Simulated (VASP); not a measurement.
# LiH (I4/mmm) in VASP: G0W0 quasiparticle levels with PBE

Aim: the G0W0 quasiparticle levels of LiH with PBE.

Program: VASP 6.6.1. These are calculated values, not measurements. Logs are shortened: lines on timing, memory, paths and dates and some standing lists are left out, and cuts for length are marked.

## Step 1: The cell of the first run

It takes space group I4/mmm (No. 139, tetragonal). Conventional cell: a = 2.833 Å, b = 2.833 Å, c = 3.946 Å, α = 90.00°, β = 90.00°, γ = 90.00°. Within 2.6 Å of Li (site symmetry 4/mmm) lie 6 H at 1.97 to 2.00 Å. Within 2.6 Å of H (site symmetry 4/mmm) lie 6 Li at 1.97 to 2.00 Å.

## Step 2: G0W0 quasiparticle levels, PBE

POSCAR reads:

```
LiH
1.0
    0.0000000000      2.0029948411      2.0029948411
    1.9729499185      0.0000000000      2.0029948411
    1.9729499185      2.0029948411      0.0000000000
Li H
1 1
Direct
    0.0000000000      0.0000000000      0.0000000000
    0.5000000000      0.5000000000      0.5000000000
```

INCAR.step1 reads:

```
PREC = Accurate
ENCUT = 500
EDIFF = 1E-8
ISMEAR = 0
SIGMA = 0.01
LREAL = F
LASPH = T
NELM = 80
ALGO = Normal
LWAVE = T
LCHARG = F
GGA = PE
```

INCAR.step2 reads:

```
PREC = Accurate
ENCUT = 500
EDIFF = 1E-8
ISMEAR = 0
SIGMA = 0.01
LREAL = F
LASPH = T
NELM = 1
ALGO = Exact
LWAVE = T
LCHARG = F
GGA = PE
NBANDS = 67
LOPTICS = T
ISTART = 1
```

INCAR.step3 reads:

```
PREC = Accurate
ENCUT = 500
EDIFF = 1E-8
ISMEAR = 0
SIGMA = 0.01
LREAL = F
LASPH = T
ALGO = EVGW0
LWAVE = F
LCHARG = F
GGA = PE
NELMGW = 1
NBANDS = 67
ENCUTGW = 150.0
NOMEGA = 96
PRECFOCK = Fast
ISTART = 1
NBANDSGW = 9
OMEGAMAX = 20
```

KPOINTS reads:

```
regular mesh
0
Gamma
  6 6 6
```

Potentials or basis: VASP PAW PBE potentials, release 64 (Li_GW, H_GW).

The run is started by

```bash
$ cat potpaw_PBE.64/Li_GW/POTCAR potpaw_PBE.64/H_GW/POTCAR > POTCAR
$ cp INCAR.step1 INCAR
$ mpirun -np 1 vasp_std > vasp.out
$ cp INCAR.step2 INCAR
$ mpirun -np 1 vasp_std > vasp.out
$ cp INCAR.step3 INCAR
$ mpirun -np 1 vasp_std > vasp.out
```

OUTCAR:

```text
PREC = Accurate
   ENCUT = 500
   EDIFF = 1E-8
   ISMEAR = 0
   LREAL = F
   LASPH = T
   GGA = PE
   NELMGW = 1
   ENCUTGW = 150.0
   PRECFOCK = Fast
   ISTART = 1

 ion  position               nearest neighbor table
   1  0.000  0.000  0.000-   2 1.97   2 1.97   2 2.00   2 2.00   2 2.00   2 2.00
   2  0.500  0.500  0.500-   1 1.97   1 1.97   1 2.00   1 2.00   1 2.00   1 2.00

  LATTYP: Found a body centered tetragonal cell.
 ALAT       =     2.8326624696
 C/A-ratio  =     1.3930003589

  Lattice vectors:

 A1 = (  -1.9729499185,   0.0000000000,  -2.0029948411)
 A2 = (  -1.9729499185,   0.0000000000,   2.0029948411)
 A3 = (   1.9729499185,   2.0029948411,   0.0000000000)

Analysis of symmetry for initial positions (statically):
=====================================================================
 Subroutine PRICEL returns:
 Original cell was already a primitive cell.

 Routine SETGRP: Setting up the symmetry group for a
 body centered tetragonal supercell.

 Subroutine GETGRP returns: Found 16 space group operations
 (whereof 16 operations were pure point group operations)
 out of a pool of 16 trial point group operations.

The static configuration has the point symmetry D_4h.

Analysis of symmetry for dynamics (positions and initial velocities):
=====================================================================
 Subroutine PRICEL returns:
 Original cell was already a primitive cell.

 Routine SETGRP: Setting up the symmetry group for a
 body centered tetragonal supercell.

 Subroutine GETGRP returns: Found 16 space group operations
 (whereof 16 operations were pure point group operations)
 out of a pool of 16 trial point group operations.

The dynamic configuration has the point symmetry D_4h.

 Subroutine INISYM returns: Found 16 space group operations
 (whereof 16 operations are pure point group operations),
 and found     1 'primitive' translations

----------------------------------------------------------------------------------------

                                     Primitive cell

  volume of cell :      15.8309

  direct lattice vectors                    reciprocal lattice vectors
     0.000000000  2.002994841  2.002994841    -0.253427619  0.249626205  0.249626205
     1.972949918  0.000000000  2.002994841     0.253427619 -0.249626205  0.249626205
     1.972949918  2.002994841  0.000000000     0.253427619  0.249626205 -0.249626205

  length of vectors
     2.832662470  2.811497771  2.811497771     0.434571101  0.434571101  0.434571101

  position of ions in fractional coordinates (direct lattice)
     0.000000000  0.000000000  0.000000000
     0.500000000  0.500000000  0.500000000

  ion indices of the primitive-cell ions
   primitive index   ion index
                 1           1
                 2           2

----------------------------------------------------------------------------------------

 KPOINTS: regular mesh

Automatic generation of k-mesh.
 Grid dimensions read from file:
 generate k-points for:    6    6    6

 Generating k-lattice:

  Cartesian coordinates                     Fractional coordinates (reciprocal lattice)
    -0.042237936  0.041604367  0.041604367     0.166666667  0.000000000  0.000000000
     0.042237936 -0.041604367  0.041604367     0.000000000  0.166666667 -0.000000000
     0.042237936  0.041604367 -0.041604367     0.000000000 -0.000000000  0.166666667

  Length of vectors
     0.072428517  0.072428517  0.072428517

  Shift w.r.t. Gamma in fractional coordinates (k-lattice)
     0.000000000  0.000000000  0.000000000

 Subroutine IBZKPT returns following result:
 ===========================================

 Found     30 irreducible k-points:

 Following reciprocal coordinates:
            Coordinates               Weight
  0.000000  0.000000  0.000000      1.000000
  0.166667  0.000000  0.000000      8.000000
  0.333333  0.000000  0.000000      8.000000
  0.500000  0.000000  0.000000      4.000000
  0.166667  0.166667  0.000000      4.000000
  0.333333  0.166667  0.000000     16.000000
[... 16 lines left out ...]
 -0.333333  0.500000  0.166667      4.000000
  0.333333 -0.333333  0.166667      8.000000
 [... further k-points ...]
   k-points           NKPTS =     30   k-points in BZ     NKDIM =    216   number of bands    NBANDS=     67
   number of dos      NEDOS =    301   number of ions     NIONS =      2
   total plane-waves  NPLWV =  13824
   dimension x,y,z NGX =    24 NGY =   24 NGZ =   24
   dimension x,y,z NGXF=    48 NGYF=   48 NGZF=   48
   ions per type =               1   1
   NGX,Y,Z   is equivalent  to a cutoff of  14.09, 14.19, 14.19 a.u.
   NGXF,Y,Z  is equivalent  to a cutoff of  28.17, 28.38, 28.38 a.u.
 SYSTEM =  unknown system
   PREC   = accura    normal or accurate (medium, high low for compatibility)
   ISTART =      1    job   : 0-new  1-cont  2-samecut
   ICHARG =      0    charge: 1-file 2-atom 10-const
   ISPIN  =      1    spin polarized calculation?
   LNONCOLLINEAR =      F non collinear calculations
   LSORBIT =      F    spin-orbit coupling
   LASPH  =      T    aspherical Exc in radial PAW
   ENCUT  =  500.0 eV  36.75 Ry    6.06 a.u.   5.16  5.13  5.13*2*pi/ulx,y,z
   NELM   =     60;   NELMIN=  2; NELMDL=  0     # of ELM steps
   EDIFF  = 0.1E-07   stopping-criterion for ELM
   LREAL  =      F    real-space projection
   EDIFFG = 0.1E-06   stopping-criterion for IOM
   NSW    =      0    number of steps for IOM
   IBRION =     -1    ionic relax: 0-MD 1-quasi-New 2-CG
   NFREE  =      0    steps in history (QN), initial steepest desc. (CG)
   ISIF   =      0    stress and relaxation
   ISYM   =      3    0-nonsym 1-usesym 2-fastsym
   POTIM  = 0.5000    time-step for ionic-motion
   TEBEG  =    0.0;   TEEND  =   0.0 temperature during run
   PSTRESS=    0.0 pullay stress
   NELECT =       2.0000    total number of electrons
   NUPDOWN=      -1.0000    fix difference up-down
   EMIN   =  10.00;   EMAX   =-10.00  energy-range for DOS
   EFERMI =   0.00;   METHOD = LEGACY
   ISMEAR =     0;   SIGMA  =   0.01  broadening in eV -4-tet -1-fermi 0-gaus
   EFERMI_NEDOS =   21; number of points for ismear=-14 and -15
   IALGO  =     38    algorithm
   IMIX   =      4    mixing-type and parameters
     AMIX     =   0.40;   BMIX     =  1.00
     AMIX_MAG =   1.60;   BMIX_MAG =  1.00
  volume/ion in A,a.u.               =       7.92        53.42
  Fermi-wavevector in a.u.,A,eV,Ry     =   0.821453  1.552322  9.181016  0.674786
  Thomas-Fermi vector in A             =   1.932615
   LORBIT       =      0    0 simple, 1 ext, 2 COOP (PROOUT), +10 PAW based schemes
   GGA     = PE    functional components
   LHFCALC =     T    Hartree Fock is set to
   PRECFOCK=fast      Normal, Fast or Accurate (Low or Medium for compatibility)
   ENCUT4O =  -1.0   cutoff for four orbital integrals eV
   NKREDX  =     1    reduce k-point grid by
   NKREDY  =     1    reduce k-point grid by
   NKREDZ  =     1    reduce k-point grid by
   AEXX    =    1.0000 exact exchange contribution
   HFSCREEN=    0.0000 screening length (either q_TF or 0.3 A-1)
   HFSCREENC=   0.0000 screening length for correlation (either q_TF or 0.3 A-1)
   ENCUTFOCK=  -1.0 apply spherical cutoff to Coloumb kernel
   IVDW    =     0    specifies the selected vdW correction
   LEPSILON=     F    determine dielectric tensor
   LRPA    =     F    only Hartree local field effects (RPA)
   LRPAFORCE           =     F    calculate RPA forces
   ENCUTGW             = 150.0    cutoff for response function in eV
   ENCUTGWSOFT         = 120.0    soft cutoff for Coulomb kernel in GW response function in eV
   ENCUTLF             =  -1.0    cutoff for local field effects
   NELMGW              =     1    number of iterations in solving QP/BSE equation
   NELMHF              =     1    number of iterations in the inner HF iteration
   NKREDLFX            =     1    NKREDLFY  =   1   NKREDLFZ  =   1
 non-spin polarized calculation
 Gauss-broadening in eV      SIGMA  =   0.01
  energy-cutoff  :      500.00
  volume of cell :       15.83
 maximum number of plane-waves:       411
 NGX is ok and might be reduce to    24
  NGX = 12; NGY = 12; NGZ = 12
   NGX = 11   NGY = 11   NGZ = 11
 maximum number of plane-waves:        72

 QP shifts <psi_nk| G(iteration)W_0 |psi_nk>: iteration 1
 for sc-GW calculations column KS-energies equals QP-energies in previous step
 and V_xc(KS)=  KS-energies - (<T + V_ion + V_H > + <T+V_H+V_ion>^1  + <V_x>^1)

 k-point   1 :       0.0000    0.0000    0.0000
  band No.  KS-energies  QP-energies   sigma(KS)   V_xc(KS)     V^pw_x(r,r')   Z            occupation Imag(sigma)

      1      -8.1511      -9.6447     -11.5991      -9.3840     -15.2560       0.6743       2.0000       0.1957
      2      13.6819      14.2272     -10.5275     -11.3335      -4.1605       0.6765       0.0000      -0.9263
      3      15.3643      16.3795      -6.6872      -8.0532      -1.4329       0.7432       0.0000      -0.5475
      4      15.4967      16.4998      -6.6149      -7.9703      -1.3637       0.7401       0.0000      -0.5471
      5      15.4967      16.4998      -6.6149      -7.9703      -1.3637       0.7401       0.0000      -0.5471
      6      20.1790      20.6246      -6.8819      -7.3145      -1.1163       1.0299       0.0000      -2.2739
      7      20.1790      20.6246      -6.8819      -7.3145      -1.1163       1.0299       0.0000      -2.2739
      8      20.2650      20.7253      -6.8241      -7.2761      -1.0978       1.0183       0.0000      -2.2531
      9      21.8698      22.4730      -6.0641      -6.8064      -0.8267       0.8125       0.0000      -1.8423

 k-point   2 :       0.1667    0.0000    0.0000
  band No.  KS-energies  QP-energies   sigma(KS)   V_xc(KS)     V^pw_x(r,r')   Z            occupation Imag(sigma)

      1      -7.6563      -9.1310     -11.6221      -9.4430     -15.0321       0.6768       2.0000       0.1597
      2      10.0049      10.6409      -7.9690      -8.8253      -2.8627       0.7427       0.0000      -0.3700
      3      13.5939      14.1917      -8.8687      -9.6986      -2.9301       0.7203       0.0000      -0.8603
      4      14.5928      15.4707      -6.6322      -7.8005      -1.3636       0.7514       0.0000      -0.5913
      5      14.6395      15.5279      -6.6801      -7.8652      -1.4068       0.7497       0.0000      -0.5939
      6      20.1404      20.8331      -6.4445      -7.2950      -0.9325       0.8144       0.0000      -1.5870
      7      21.2762      22.2815      -6.6923      -7.7917      -1.2115       0.9143       0.0000      -1.9621
      8      21.6721      22.6430      -6.5625      -7.6297      -1.0885       0.9098       0.0000      -1.9821
      9      23.1411      24.2262      -6.8117      -8.0191      -1.4424       0.8988       0.0000      -2.2782

 k-point   3 :       0.3333    0.0000    0.0000
  band No.  KS-energies  QP-energies   sigma(KS)   V_xc(KS)     V^pw_x(r,r')   Z            occupation Imag(sigma)

      1      -6.3303      -7.7674     -11.7283      -9.6900     -14.5383       0.7051       2.0000       0.1046
      2       4.7501       5.3467      -7.1994      -7.9870      -3.0648       0.7575       0.0000      -0.0957
      3      11.8630      12.4149      -9.0580      -9.8384      -3.2840       0.7074       0.0000      -0.6524
      4      13.8820      14.6807      -6.5226      -7.6011      -1.2284       0.7405       0.0000      -0.5985
      5      14.0917      14.8934      -6.5716      -7.6594      -1.2621       0.7370       0.0000      -0.6122
      6      17.9534      18.6283      -7.4097      -8.2458      -1.8141       0.8072       0.0000      -1.5315
      7      18.3881      19.0929      -7.3858      -8.2494      -1.7805       0.8161       0.0000      -1.5841
      8      22.7358      23.5570      -6.3558      -7.3007      -0.8158       0.8690       0.0000      -1.8019
      9      27.8465      29.2983      -6.1885      -7.7432      -1.0339       0.9338       0.0000      -2.4068
[... 251 lines left out ...]
      1      -2.8088      -4.1523     -13.0090     -11.2241     -14.6178       0.7527       2.0000       0.0452
      2       1.2946       1.9241      -6.6465      -7.4459      -3.1256       0.7875       0.0000      -0.0650
      3       4.5214       5.2116      -6.6183      -7.5217      -2.5054       0.7640       0.0000      -0.0916
      4       9.1288       9.7539      -6.9129      -7.7594      -2.1424       0.7385       0.0000      -0.2431
      5      15.0477      15.7987      -7.4688      -8.4918      -1.7648       0.7341       0.0000      -0.7566
      6      17.3928      17.8179      -6.7983      -7.3493      -1.1893       0.7714       0.0000      -1.4867
      7      26.3244      27.5563      -6.0392      -7.3752      -0.8259       0.9221       0.0000      -2.1897
      8      26.7246      28.3903      -6.7464      -8.6118      -1.4443       0.8930       0.0000      -2.3273
      9      34.0164      36.4657      -5.9861      -9.0440      -1.1098       0.8010       0.0000      -2.1365

 k-point  24 :       0.3333   -0.3333    0.1667
  band No.  KS-energies  QP-energies   sigma(KS)   V_xc(KS)     V^pw_x(r,r')   Z            occupation Imag(sigma)

      1      -3.7717      -5.1095     -12.3858     -10.5835     -14.2358       0.7422       2.0000       0.0536
      2       2.5548       3.1754      -6.6848      -7.4831      -2.9199       0.7774       0.0000      -0.0733
      3       4.4497       5.0989      -7.2716      -8.1286      -3.1876       0.7575       0.0000      -0.0951
      4       9.9528      10.5437      -6.9484      -7.7444      -1.9911       0.7424       0.0000      -0.3313
      5      14.7634      15.5678      -7.3435      -8.4544      -1.7241       0.7241       0.0000      -0.7257
      6      21.8178      22.6123      -6.7415      -7.6820      -1.2460       0.8447       0.0000      -2.0027
      7      23.5719      24.4957      -6.5535      -7.6187      -1.0077       0.8673       0.0000      -2.0286
      8      25.3217      26.8534      -6.4878      -8.1500      -1.1594       0.9215       0.0000      -2.0558
      9      28.1755      30.0799      -6.9337      -9.0152      -1.6222       0.9149       0.0000      -2.4955

 [... further k-points ...]
```

Run time: 86 s. Hardware: 1 thread of Intel Xeon 6975P-C (Granite Rapids), shared host; peak memory 0.31 GiB.

Results:

```yaml
Quasiparticle_gap: 4.76 eV
Least_direct_quasiparticle_gap: 4.88 eV
Band_gap_of_the_starting_levels_on_the_mesh: 2.82 eV
Least_direct_gap_of_the_starting_levels_on_the_mesh: 2.94 eV
```

Caveat: the k points lie up to 0.46 Å⁻¹ apart; bands, screening cutoff and mesh are small and nothing is extrapolated, so the quasiparticle values aren't converged.
